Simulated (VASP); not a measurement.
# SnSe (I4/mmm) in VASP: notebook, part 2 of 2

VASP 6.6.1.

## Step 4: Electric field gradients, LDA (zz strain of +1 %)

INCAR

```
SYSTEM = SnSe
ALGO = Normal
EDIFF = 1E-8
ENCUT = 520
ISIF = 2
ISMEAR = -1
LASPH = .True.
LCHARG = .False.
LEFG = .True.
LREAL = .False.
LWAVE = .False.
NBANDS = 17
NELM = 100
PREC = Accurate
SIGMA = 0.02
```

KPOINTS

```
k-points
0
Gamma
  9 9 9
  0 0 0
```

POSCAR

```
SnSe
1.0
    0.0000000000      3.0100000000      3.0401000000
    3.0100000000      0.0000000000      3.0401000000
    3.0100000000      3.0100000000      0.0000000000
Sn Se
1 1
Direct
    0.0000000000      0.0000000000      0.0000000000
    0.5000000000      0.5000000000      0.5000000000
```

Potentials or basis: VASP PAW LDA potentials, release 64 (Sn_d, Se).

On the command line:

```console
$ cat potpaw_LDA.64/Sn_d/POTCAR potpaw_LDA.64/Se/POTCAR > POTCAR
$ mpirun -np 1 vasp_std > vasp.out
```

OUTCAR:

```text
SYSTEM = SnSe
   EDIFF = 1E-8
   ENCUT = 520
   ISIF = 2
   ISMEAR = -1
   LASPH = .True.
   LREAL = .False.
   NELM = 100
   PREC = Accurate

 ion  position               nearest neighbor table
   1  0.000  0.000  0.000-   2 3.01   2 3.01   2 3.01   2 3.01   2 3.04   2 3.04
   2  0.500  0.500  0.500-   1 3.01   1 3.01   1 3.01   1 3.01   1 3.04   1 3.04

  LATTYP: Found a body centered tetragonal cell.
 ALAT       =     4.2567828227
 C/A-ratio  =     1.4283556980

  Lattice vectors:

 A1 = (  -3.0100000000,   0.0000000000,   3.0401000000)
 A2 = (   3.0100000000,   0.0000000000,   3.0401000000)
 A3 = (   0.0000000000,   3.0100000000,  -3.0401000000)

Analysis of symmetry for initial positions (statically):
=====================================================================
 Subroutine PRICEL returns:
 Original cell was already a primitive cell.

 Routine SETGRP: Setting up the symmetry group for a
[... 668 lines left out ...]
  energy-cutoff  :      520.00
  volume of cell :       55.09
      direct lattice vectors                 reciprocal lattice vectors
     0.000000000  3.010000000  3.040100000    -0.166112957  0.166112957  0.164468274
     3.010000000  0.000000000  3.040100000     0.166112957 -0.166112957  0.164468274
     3.010000000  3.010000000  0.000000000     0.166112957  0.166112957 -0.164468274

 POSITION                                       TOTAL-FORCE (eV/Angst)
 -----------------------------------------------------------------------------------
      0.00000      0.00000      0.00000         0.000000     -0.000000      0.000000
      3.01000      3.01000      3.04010        -0.000000      0.000000     -0.000000
 -----------------------------------------------------------------------------------
    total drift:                                0.000000     -0.000000     -0.000000

  FREE ENERGIE OF THE ION-ELECTRON SYSTEM (eV)
  ---------------------------------------------------
  free  energy   TOTEN  =        -9.4567735466 eV

  energy  without entropy=       -9.4567735208  energy(sigma->0) =       -9.45677353

 Electric field gradients (V/A^2)
---------------------------------------------------------------------
 ion       V_xx      V_yy      V_zz      V_xy      V_xz      V_yz
---------------------------------------------------------------------
   1      -7.058    -7.058    14.117     0.002     0.001     0.001
   2      -0.761    -0.761     1.522     0.000     0.000     0.000
---------------------------------------------------------------------

 Electric field gradients after diagonalization (V/A^2)
 (convention: |V_zz| > |V_xx| > |V_yy|)
----------------------------------------------------------------------
 ion       V_xx      V_yy      V_zz     asymmetry (V_yy - V_xx)/ V_zz
----------------------------------------------------------------------
   1      -7.060    -7.057    14.117       0.000
   2      -0.761    -0.761     1.522       0.000
----------------------------------------------------------------------

           NMR quadrupolar parameters

 Cq : quadrupolar parameter    Cq=e*Q*V_zz/h
 eta: asymmetry parameters     (V_yy - V_xx)/ V_zz
 Q  : nuclear electric quadrupole moment in mb (millibarn)
----------------------------------------------------------------------
 ion       Cq(MHz)       eta       Q (mb)
----------------------------------------------------------------------
   1       0.034       0.000       1.000
   2       0.004       0.000       1.000
----------------------------------------------------------------------
```

stdout:

```text
POSCAR found type information on POSCAR SnSe
 POSCAR found :  2 types and       2 ions
 scaLAPACK will be used
 LDA part: xc-table for (Slater(with rela. corr.)+CA(PZ))
 , standard interpolation
 POSCAR, INCAR and KPOINTS ok, starting setup
 FFT: planning ... GRIDC
 FFT: planning ... GRID_SOFT
 FFT: planning ... GRID
 WAVECAR not read
 entering main loop
ion   1

ion   2
```

It took 52 s on 1 thread of Intel Xeon Platinum 8488C (Sapphire Rapids), shared host; peak memory 0.2 GiB.

What came out:

| Quantity | Value |
| --- | --- |
| Free energy | -9.4568 eV |
| Pressure | -3.6 GPa |
| Band gap on the k mesh | 0.54 eV, indirect (least direct gap 0.56 eV) |

Levels at points of the mesh, in eV from the valence-band top:
| k point | band 6 | band 7 | band 8 | band 9 | band 10 | band 11 | band 12 | band 13 | band 14 | band 15 |
| --- | --- | --- | --- | --- | --- | --- | --- | --- | --- | --- |
| (0.00, 0.00, 0.00) | -13.72 | -5.13 | -2.08 | -2.08 | -1.99 | 4.11 | 4.34 | 4.34 | 5.91 | 5.98 |

Electric field gradients, principal values (V/Å²):
```
atom   least  middle  greatest (by size)
1 Sn  -7.057  -7.060              14.117
2 Se  -0.761  -0.761               1.522
```

Caveat: the cell differs from its parent crystal (zz strain of +1 %); without QUAD_EFG the Cq values of the log hold for a quadrupole moment of 1 mb, not for the nuclei; spin-orbit coupling is left out, which moves the levels of the heavy elements. A k mesh can miss the band edges.

## Step 5: Electric field gradients, LDA (zz strain of +2 %)

INCAR

```
PREC = Accurate
ENCUT = 520
EDIFF = 1E-8
ISMEAR = -1
SIGMA = 0.02
LREAL = False
LASPH = True
NELM = 80
ALGO = Normal
ISIF = 2
LWAVE = False
LCHARG = False
LEFG = True
NBANDS = 17
```

KPOINTS

```
regular mesh
0
Gamma
  9 9 9
```

POSCAR

```
SnSe
1.0
    0.0000000000      3.0100000000      3.0702000000
    3.0100000000      0.0000000000      3.0702000000
    3.0100000000      3.0100000000      0.0000000000
Sn Se
1 1
Direct
    0.0000000000      0.0000000000      0.0000000000
    0.5000000000      0.5000000000      0.5000000000
```

Potentials or basis: VASP PAW LDA potentials, release 64 (Sn_d, Se).

On the command line:

```console
$ cat potpaw_LDA.64/Sn_d/POTCAR potpaw_LDA.64/Se/POTCAR > POTCAR
$ mpirun -np 1 vasp_std > vasp.out
```

OUTCAR:

```text
PREC = Accurate
   ENCUT = 520
   EDIFF = 1E-8
   ISMEAR = -1
   LREAL = False
   LASPH = True
   NELM = 80
   ISIF = 2

 ion  position               nearest neighbor table
   1  0.000  0.000  0.000-   2 3.01   2 3.01   2 3.01   2 3.01   2 3.07   2 3.07
   2  0.500  0.500  0.500-   1 3.01   1 3.01   1 3.01   1 3.01   1 3.07   1 3.07

  LATTYP: Found a body centered tetragonal cell.
 ALAT       =     4.2567828227
 C/A-ratio  =     1.4424978336

  Lattice vectors:

 A1 = (  -3.0100000000,   0.0000000000,   3.0702000000)
 A2 = (   3.0100000000,   0.0000000000,   3.0702000000)
 A3 = (   0.0000000000,   3.0100000000,  -3.0702000000)

Analysis of symmetry for initial positions (statically):
=====================================================================
 Subroutine PRICEL returns:
 Original cell was already a primitive cell.

 Routine SETGRP: Setting up the symmetry group for a
 body centered tetragonal supercell.

 Subroutine GETGRP returns: Found 16 space group operations
 (whereof 16 operations were pure point group operations)
 out of a pool of 16 trial point group operations.

The static configuration has the point symmetry D_4h.

Analysis of symmetry for dynamics (positions and initial velocities):
=====================================================================
 Subroutine PRICEL returns:
 Original cell was already a primitive cell.

 Routine SETGRP: Setting up the symmetry group for a
 body centered tetragonal supercell.

 Subroutine GETGRP returns: Found 16 space group operations
 (whereof 16 operations were pure point group operations)
 out of a pool of 16 trial point group operations.

The dynamic configuration has the point symmetry D_4h.

 Subroutine INISYM returns: Found 16 space group operations
 (whereof 16 operations are pure point group operations),
 and found     1 'primitive' translations

----------------------------------------------------------------------------------------

                                     Primitive cell

  volume of cell :      55.6326

  direct lattice vectors                    reciprocal lattice vectors
     0.000000000  3.010000000  3.070200000    -0.166112957  0.166112957  0.162855840
     3.010000000  0.000000000  3.070200000     0.166112957 -0.166112957  0.162855840
     3.010000000  3.010000000  0.000000000     0.166112957  0.166112957 -0.162855840

  length of vectors
     4.299561378  4.299561378  4.256782823     0.285847955  0.285847955  0.285847955

  position of ions in fractional coordinates (direct lattice)
     0.000000000  0.000000000  0.000000000
     0.500000000  0.500000000  0.500000000

  ion indices of the primitive-cell ions
   primitive index   ion index
                 1           1
                 2           2

----------------------------------------------------------------------------------------

 KPOINTS: regular mesh

Automatic generation of k-mesh.
 Grid dimensions read from file:
 generate k-points for:    9    9    9
[... 70 lines left out ...]
   ISIF   =      2    stress and relaxation
   ISYM   =      2    0-nonsym 1-usesym 2-fastsym
   POTIM  = 0.5000    time-step for ionic-motion
   TEBEG  =    0.0;   TEEND  =   0.0 temperature during run
   PSTRESS=    0.0 pullay stress
   NELECT =      20.0000    total number of electrons
   NUPDOWN=      -1.0000    fix difference up-down
   EMIN   =  10.00;   EMAX   =-10.00  energy-range for DOS
   EFERMI =   0.00;   METHOD = LEGACY
   ISMEAR =    -1;   SIGMA  =   0.02  broadening in eV -4-tet -1-fermi 0-gaus
   EFERMI_NEDOS =   21; number of points for ismear=-14 and -15
   IALGO  =     38    algorithm
   IMIX   =      4    mixing-type and parameters
     AMIX     =   0.40;   BMIX     =  1.00
     AMIX_MAG =   1.60;   BMIX_MAG =  1.00
  volume/ion in A,a.u.               =      27.82       187.71
  Fermi-wavevector in a.u.,A,eV,Ry     =   1.164059  2.199752 18.436344  1.355033
  Thomas-Fermi vector in A             =   2.300601
   LORBIT       =      0    0 simple, 1 ext, 2 COOP (PROOUT), +10 PAW based schemes
   GGA     = CA    functional components
   LHFCALC =     F    Hartree Fock is set to
   AEXX    =    0.0000 exact exchange contribution
   IVDW    =     0    specifies the selected vdW correction
   LEPSILON=     F    determine dielectric tensor
   LRPA    =     F    only Hartree local field effects (RPA)
 non-spin polarized calculation
  energy-cutoff  :      520.00
  volume of cell :       55.63
 maximum number of plane-waves:      1514
   NGX = 15   NGY = 15   NGZ = 15

 number of electron      19.9999998 magnetization

 Free energy of the ion-electron system (eV)
  ---------------------------------------------------
  ext. energy  EPLUGINS =         0.00000000
  ---------------------------------------------------
  free energy    TOTEN  =        -9.44054034 eV

  energy without entropy =       -9.44054030  energy(sigma->0) =       -9.44054032

 E-fermi :   5.3922     XC(G=0):  -9.7934

 val. band max:        5.1389587435   @ k =  -0.3333   0.1111   0.0000
 cond. band min:       5.6602110092   @ k =  -0.3333   0.0000   0.1111
 fundamental gap:      0.5212522657
 Fermi energy:         5.3922117127

 k-point     1 :       0.0000    0.0000    0.0000
  band No.  band energies     occupation
      1     -16.2988      2.00000
      2     -16.2950      2.00000
      3     -16.2950      2.00000
      4     -16.2898      2.00000
      5     -16.2892      2.00000
      6      -8.5312      2.00000
[... 457 lines left out ...]
      4     -16.2797      2.00000
      5     -16.2797      2.00000
      6      -7.4652      2.00000
[... 9 lines left out ...]
     16      16.6563      0.00000
     17      17.7633      0.00000

 [... further k-points ...]

------------------------ aborting loop because EDIFF is reached ----------------------------------------

  FORCE on cell =-STRESS in cart. coord.  units (eV):
  Direction    XX          YY          ZZ          XY          YZ          ZX
  --------------------------------------------------------------------------------------
  -------------------------------------------------------------------------------------
  Total       -1.1681792     -1.1681792     -1.8336570      0.0000000      0.0000000      0.0000000
  in kB      -33.6426652    -33.6426652    -52.8079151      0.0000000      0.0000000      0.0000000
  external PRESSURE =     -40.0310819 kB  Pullay stress =       0.0000000 kB

 VOLUME and BASIS-vectors are now :
 -----------------------------------------------------------------------------
  energy-cutoff  :      520.00
  volume of cell :       55.63
      direct lattice vectors                 reciprocal lattice vectors
     0.000000000  3.010000000  3.070200000    -0.166112957  0.166112957  0.162855840
     3.010000000  0.000000000  3.070200000     0.166112957 -0.166112957  0.162855840
     3.010000000  3.010000000  0.000000000     0.166112957  0.166112957 -0.162855840

 POSITION                                       TOTAL-FORCE (eV/Angst)
 -----------------------------------------------------------------------------------
      0.00000      0.00000      0.00000        -0.000000      0.000000     -0.000000
      3.01000      3.01000      3.07020         0.000000     -0.000000      0.000000
 -----------------------------------------------------------------------------------
    total drift:                                0.000000     -0.000000     -0.000000

  FREE ENERGIE OF THE ION-ELECTRON SYSTEM (eV)
  ---------------------------------------------------
  free  energy   TOTEN  =        -9.4405403387 eV

  energy  without entropy=       -9.4405402988  energy(sigma->0) =       -9.44054032

 Electric field gradients (V/A^2)
---------------------------------------------------------------------
 ion       V_xx      V_yy      V_zz      V_xy      V_xz      V_yz
---------------------------------------------------------------------
   1     -13.891   -13.891    27.782     0.001     0.001     0.001
   2      -1.343    -1.343     2.686     0.000    -0.000    -0.000
---------------------------------------------------------------------

 Electric field gradients after diagonalization (V/A^2)
 (convention: |V_zz| > |V_xx| > |V_yy|)
----------------------------------------------------------------------
 ion       V_xx      V_yy      V_zz     asymmetry (V_yy - V_xx)/ V_zz
----------------------------------------------------------------------
   1     -13.893   -13.890    27.782       0.000
   2      -1.343    -1.343     2.686       0.000
----------------------------------------------------------------------

           NMR quadrupolar parameters

 Cq : quadrupolar parameter    Cq=e*Q*V_zz/h
 eta: asymmetry parameters     (V_yy - V_xx)/ V_zz
 Q  : nuclear electric quadrupole moment in mb (millibarn)
----------------------------------------------------------------------
 ion       Cq(MHz)       eta       Q (mb)
----------------------------------------------------------------------
   1       0.067       0.000       1.000
   2       0.006       0.000       1.000
----------------------------------------------------------------------
```

OSZICAR:

```text
N       E                     dE             d eps       ncg     rms          rms(c)
DAV:   1     0.131998500179E+03    0.13200E+03   -0.98641E+03  2577   0.144E+03
DAV:   2     0.335588117587E+01   -0.12864E+03   -0.12458E+03  2735   0.341E+02
DAV:   3    -0.930280068172E+01   -0.12659E+02   -0.12540E+02  3058   0.942E+01
DAV:   4    -0.963805762053E+01   -0.33526E+00   -0.33494E+00  3165   0.163E+01
DAV:   5    -0.964728064133E+01   -0.92230E-02   -0.92226E-02  3614   0.267E+00    0.304E+00
DAV:   6    -0.944806747324E+01    0.19921E+00   -0.50895E-01  3795   0.409E+00    0.179E+00
DAV:   7    -0.944226092965E+01    0.58065E-02   -0.70130E-02  3009   0.117E+00    0.896E-01
DAV:   8    -0.944079535332E+01    0.14656E-02   -0.76629E-03  3177   0.717E-01    0.102E-01
DAV:   9    -0.944052939499E+01    0.26596E-03   -0.15856E-03  3506   0.275E-01    0.443E-02
DAV:  10    -0.944053981753E+01   -0.10423E-04   -0.11044E-04  3086   0.605E-02    0.855E-03
DAV:  11    -0.944054035681E+01   -0.53928E-06   -0.51318E-06  3356   0.157E-02    0.270E-03
DAV:  12    -0.944054033693E+01    0.19881E-07   -0.38467E-07  3485   0.845E-03    0.835E-04
DAV:  13    -0.944054033867E+01   -0.17449E-08   -0.46241E-08  3170   0.131E-03
   1 F= -.94405403E+01 E0= -.94405403E+01  d E =-.398892E-07
```

stdout:

```text
POSCAR found type information on POSCAR SnSe
 POSCAR found :  2 types and       2 ions
 scaLAPACK will be used
 LDA part: xc-table for (Slater(with rela. corr.)+CA(PZ))
 , standard interpolation
 POSCAR, INCAR and KPOINTS ok, starting setup
 FFT: planning ... GRIDC
 FFT: planning ... GRID_SOFT
 FFT: planning ... GRID
 WAVECAR not read
 entering main loop
ion   1

ion   2
```

Wall time 49 s (1 thread of Intel Xeon Platinum 8488C (Sapphire Rapids), shared host); peak memory 0.2 GiB.

Results:

```yaml
Free_energy: -9.4405 eV
Pressure: -4.0 GPa
Band_gap_on_the_k_mesh: 0.52 eV, indirect (least direct gap 0.56 eV)
```

Stress tensor (GPa, compression positive):
```
-3.36  0.00  0.00
 0.00 -3.36  0.00
 0.00  0.00 -5.28
```

Electric field gradients, principal values (V/Å²):
| atom | least | middle | greatest (by size) |
| --- | --- | --- | --- |
| 1 Sn | -13.890 | -13.893 | 27.782 |
| 2 Se | -1.343 | -1.343 | 2.686 |

Caveat: the cell differs from its parent crystal (zz strain of +2 %); without QUAD_EFG the Cq values of the log hold for a quadrupole moment of 1 mb, not for the nuclei; spin-orbit coupling is left out, which moves the levels of the heavy elements. A k mesh can miss the band edges.

## Step 6: Overview

```tsv
cell	gap on the mesh (eV)	pressure (GPa)
a = 4.214, b = 4.214, c = 4.257 Å, angles 59.7, 59.7, 60.7°, 2 atoms	0.46	-2.2
a = 4.236, b = 4.236, c = 4.257 Å, angles 59.8, 59.8, 60.3°, 2 atoms	0.51	-2.7
a = 4.278, b = 4.278, c = 4.257 Å, angles 60.2, 60.2, 59.7°, 2 atoms	0.54	-3.6
a = 4.300, b = 4.300, c = 4.257 Å, angles 60.3, 60.3, 59.3°, 2 atoms	0.52	-4.0
```

Alike in all rows: task electric field gradients; level LDA; potentials or basis VASP PAW LDA potentials, release 64 (Sn_d, Se); no spin polarisation; k mesh 9 × 9 × 9; cutoff (eV) 520; smearing fermi-dirac 0.02 eV.

Caveats: spin-orbit coupling is left out, which moves the levels of the heavy elements.

Absolute energies hang on the potentials; compare differences alone.
